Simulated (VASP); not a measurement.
# B2P (R-3m) in VASP: settings compared, part 2 of 2

VASP 6.6.1. Earlier steps stand in the parts before.

## Step 3: Single point, RPBE

INCAR

```
PREC = Accurate
ENCUT = 520
EDIFF = 1E-6
ISMEAR = -1
SIGMA = 0.05
LREAL = False
LASPH = True
NELM = 100
ALGO = Normal
ISIF = 2
LWAVE = False
LCHARG = False
GGA = RP
NBANDS = 12
```

KPOINTS

```
Automatic mesh
0
Gamma
  10 10 10
```

POSCAR

```
B2P
1.0
    1.5151200000      0.8747500000      3.9248800000
   -1.5151200000      0.8747500000      3.9248800000
    0.0000000000     -1.7495000000      3.9248800000
B P
2 1
Direct
    0.4293400000      0.4293400000      0.4293400000
    0.5706600000      0.5706600000      0.5706600000
    0.0000000000      0.0000000000      0.0000000000
```

Potentials or basis: VASP PAW PBE potentials, release 64 (B, P).

Command:

```
> cat potpaw_PBE.64/B/POTCAR potpaw_PBE.64/P/POTCAR > POTCAR
> mpirun -np 1 vasp_std > vasp.out
```

OUTCAR:

```text
PREC = Accurate
   ENCUT = 520
   EDIFF = 1E-6
   ISMEAR = -1
   LREAL = False
   LASPH = True
   NELM = 100
   ISIF = 2
   GGA = RP

 ion  position               nearest neighbor table
   1  0.429  0.429  0.429-   2 1.66   3 2.08   3 2.08   3 2.08
   2  0.571  0.571  0.571-   1 1.66   3 2.08   3 2.08   3 2.08
   3  0.000  0.000  0.000-   2 2.08   1 2.08   2 2.08   2 2.08   1 2.08   1 2.08

  LATTYP: Found a trigonal (rhomboedric) cell.
 ALAT       =     4.2971454701
 COS(alpha) =     0.7513640370

  Lattice vectors:

 A1 = (   1.5151200000,   0.8747500000,   3.9248800000)
 A2 = (  -1.5151200000,   0.8747500000,   3.9248800000)
 A3 = (   0.0000000000,  -1.7495000000,   3.9248800000)

Analysis of symmetry for initial positions (statically):
=====================================================================
 Subroutine PRICEL returns:
 Original cell was already a primitive cell.

 Routine SETGRP: Setting up the symmetry group for a
 trigonal (rhombohedral) supercell.

 Subroutine GETGRP returns: Found 12 space group operations
 (whereof 12 operations were pure point group operations)
 out of a pool of 12 trial point group operations.

The static configuration has the point symmetry D_3d.

Analysis of symmetry for dynamics (positions and initial velocities):
=====================================================================
 Subroutine PRICEL returns:
 Original cell was already a primitive cell.

 Routine SETGRP: Setting up the symmetry group for a
 trigonal (rhombohedral) supercell.

 Subroutine GETGRP returns: Found 12 space group operations
 (whereof 12 operations were pure point group operations)
 out of a pool of 12 trial point group operations.

The dynamic configuration has the point symmetry D_3d.

 Subroutine INISYM returns: Found 12 space group operations
 (whereof 12 operations are pure point group operations),
 and found     1 'primitive' translations

----------------------------------------------------------------------------------------

                                     Primitive cell

  volume of cell :      31.2111

  direct lattice vectors                    reciprocal lattice vectors
     1.515120000  0.874750000  3.924880000     0.330006864  0.190530628  0.084928287
    -1.515120000  0.874750000  3.924880000    -0.330006864  0.190530628  0.084928287
     0.000000000 -1.749500000  3.924880000     0.000000000 -0.381061256  0.084928287

  length of vectors
     4.297145470  4.297145470  4.297142453     0.390409099  0.390409099  0.390410674

  position of ions in fractional coordinates (direct lattice)
     0.429340000  0.429340000  0.429340000
     0.570660000  0.570660000  0.570660000
     0.000000000  0.000000000  0.000000000

  ion indices of the primitive-cell ions
   primitive index   ion index
                 1           1
                 2           2
                 3           3

----------------------------------------------------------------------------------------

 KPOINTS: Automatic mesh

Automatic generation of k-mesh.
 Grid dimensions read from file:
 generate k-points for:   10   10   10

 Generating k-lattice:

[... 43 lines left out ...]
   k-points           NKPTS =    116   k-points in BZ     NKDIM =    116   number of bands    NBANDS=     12
   number of dos      NEDOS =    301   number of ions     NIONS =      3
   total plane-waves  NPLWV =  32768
   dimension x,y,z NGX =    32 NGY =   32 NGZ =   32
   dimension x,y,z NGXF=    64 NGYF=   64 NGZF=   64
   ions per type =               2   1
   NGX,Y,Z   is equivalent  to a cutoff of  12.38, 12.38, 12.38 a.u.
   NGXF,Y,Z  is equivalent  to a cutoff of  24.76, 24.76, 24.76 a.u.
 SYSTEM =  unknown system
   PREC   = accura    normal or accurate (medium, high low for compatibility)
   ISTART =      0    job   : 0-new  1-cont  2-samecut
   ICHARG =      2    charge: 1-file 2-atom 10-const
   ISPIN  =      1    spin polarized calculation?
   LNONCOLLINEAR =      F non collinear calculations
   LSORBIT =      F    spin-orbit coupling
   LASPH  =      T    aspherical Exc in radial PAW
   ENCUT  =  520.0 eV  38.22 Ry    6.18 a.u.   7.99  7.99  7.99*2*pi/ulx,y,z
   NELM   =    100;   NELMIN=  2; NELMDL= -5     # of ELM steps
   EDIFF  = 0.1E-05   stopping-criterion for ELM
   LREAL  =      F    real-space projection
   EDIFFG = 0.1E-04   stopping-criterion for IOM
   NSW    =      0    number of steps for IOM
   IBRION =     -1    ionic relax: 0-MD 1-quasi-New 2-CG
   NFREE  =      0    steps in history (QN), initial steepest desc. (CG)
   ISIF   =      2    stress and relaxation
   ISYM   =      2    0-nonsym 1-usesym 2-fastsym
   POTIM  = 0.5000    time-step for ionic-motion
   TEBEG  =    0.0;   TEEND  =   0.0 temperature during run
   PSTRESS=    0.0 pullay stress
   NELECT =      11.0000    total number of electrons
   NUPDOWN=      -1.0000    fix difference up-down
   EMIN   =  10.00;   EMAX   =-10.00  energy-range for DOS
   EFERMI =   0.00;   METHOD = LEGACY
   ISMEAR =    -1;   SIGMA  =   0.05  broadening in eV -4-tet -1-fermi 0-gaus
   EFERMI_NEDOS =   21; number of points for ismear=-14 and -15
   IALGO  =     38    algorithm
   IMIX   =      4    mixing-type and parameters
     AMIX     =   0.40;   BMIX     =  1.00
     AMIX_MAG =   1.60;   BMIX_MAG =  1.00
  volume/ion in A,a.u.               =      10.40        70.21
  Fermi-wavevector in a.u.,A,eV,Ry     =   1.156386  2.185253 18.194102  1.337229
  Thomas-Fermi vector in A             =   2.293007
   LORBIT       =      0    0 simple, 1 ext, 2 COOP (PROOUT), +10 PAW based schemes
   GGA     = RP    functional components
   LHFCALC =     F    Hartree Fock is set to
   AEXX    =    0.0000 exact exchange contribution
   IVDW    =     0    specifies the selected vdW correction
   LEPSILON=     F    determine dielectric tensor
   LRPA    =     F    only Hartree local field effects (RPA)
 non-spin polarized calculation
  energy-cutoff  :      520.00
  volume of cell :       31.21
 maximum number of plane-waves:       866
   NGX = 15   NGY = 15   NGZ = 15

 number of electron      11.0000000 magnetization

 Free energy of the ion-electron system (eV)
  ---------------------------------------------------
  ext. energy  EPLUGINS =         0.00000000
  ---------------------------------------------------
  free energy    TOTEN  =       -15.96091233 eV

  energy without entropy =      -15.95308379  energy(sigma->0) =      -15.95699806

 E-fermi :   7.0668     XC(G=0): -11.1101

 val. band max:        7.0563324090   @ k =  -0.4000   0.2000  -0.0000
 cond. band min:       7.0718268325   @ k =   0.2000   0.1000   0.1000
 fundamental gap:      0.0154944236
 Fermi energy:         7.0667549214

 k-point     1 :       0.0000    0.0000    0.0000
  band No.  band energies     occupation
      1      -8.7272      2.00000
      2       0.4275      2.00000
      3       0.5128      2.00000
      4       7.1550      0.29230
      5       7.1550      0.29217
      6      10.1789      0.00000
      7      10.1790      0.00000
      8      13.1444      0.00000
      9      13.1445      0.00000
     10      13.6776      0.00000
     11      15.1052      0.00000
     12      17.6899      0.00000
[... 331 lines left out ...]
 k-point    24 :       0.4000    0.3000    0.0000
  band No.  band energies     occupation
      1      -6.0410      2.00000
      2      -0.3103      2.00000
      3       0.2756      2.00000
      4       2.7122      2.00000
      5       3.4641      2.00000
      6       6.7342      1.99742
      7      10.0505      0.00000
      8      11.4564      0.00000
      9      14.0050      0.00000
     10      15.6320      0.00000
     11      17.7846      0.00000
     12      19.0665      0.00000

 [... further k-points ...]

------------------------ aborting loop because EDIFF is reached ----------------------------------------

  FORCE on cell =-STRESS in cart. coord.  units (eV):
  Direction    XX          YY          ZZ          XY          YZ          ZX
  --------------------------------------------------------------------------------------
  -------------------------------------------------------------------------------------
  Total        0.3256094      0.3256058      0.5109382      0.0000000     -0.0000000      0.0000000
  in kB       16.7147137     16.7145249     26.2283143      0.0000000     -0.0000000      0.0000000
  external PRESSURE =      19.8858509 kB  Pullay stress =       0.0000000 kB

 VOLUME and BASIS-vectors are now :
 -----------------------------------------------------------------------------
  energy-cutoff  :      520.00
  volume of cell :       31.21
      direct lattice vectors                 reciprocal lattice vectors
     1.515120000  0.874750000  3.924880000     0.330006864  0.190530628  0.084928287
    -1.515120000  0.874750000  3.924880000    -0.330006864  0.190530628  0.084928287
     0.000000000 -1.749500000  3.924880000     0.000000000 -0.381061256  0.084928287

 POSITION                                       TOTAL-FORCE (eV/Angst)
 -----------------------------------------------------------------------------------
      0.00000      0.00000      5.05532         0.000000     -0.000000      0.008644
      0.00000      0.00000      6.71932         0.000000      0.000000     -0.008644
      0.00000      0.00000      0.00000         0.000000     -0.000000      0.000000
 -----------------------------------------------------------------------------------
    total drift:                               -0.000000      0.000000      0.000000

  FREE ENERGIE OF THE ION-ELECTRON SYSTEM (eV)
  ---------------------------------------------------
  free  energy   TOTEN  =       -15.9609123327 eV

  energy  without entropy=      -15.9530837921  energy(sigma->0) =      -15.95699806
```

stdout:

```text
POSCAR found type information on POSCAR B P
 POSCAR found :  2 types and       3 ions
 scaLAPACK will be used
 -----------------------------------------------------------------------------
|                                                                             |
|                                                                             |
|     You enforced a specific xc type in the INCAR file but a different       |
|     I HOPE YOU KNOW WHAT YOU ARE DOING!                                     |
|                                                                             |
 -----------------------------------------------------------------------------

 LDA part: xc-table for (Slater+PW92), standard interpolation
 POSCAR, INCAR and KPOINTS ok, starting setup
 FFT: planning ... GRIDC
 FFT: planning ... GRID_SOFT
 FFT: planning ... GRID
 WAVECAR not read
 entering main loop
```

It took 70 s on 1 thread of Intel Xeon 8259CL, shared host; peak memory 0.19 GiB.

Results:

| Property | Result |
| --- | --- |
| Free energy | -15.9609 eV |
| Pressure | 2.0 GPa |
| Largest force | 0.009 eV/Å |
| Band gap on the k mesh | zero (an odd number of electrons rules out a gap without spin polarisation) |

Forces on the atoms (eV/Å):
```
B    0.000  0.000  0.009
B    0.000  0.000 -0.009
P    0.000  0.000  0.000
```

Stress tensor (GPa, compression positive):
```
1.67 0.00 0.00
0.00 1.67 0.00
0.00 0.00 2.62
```

Caveat: the PAW data sets were made with another functional, which shifts forces and pressure a little.
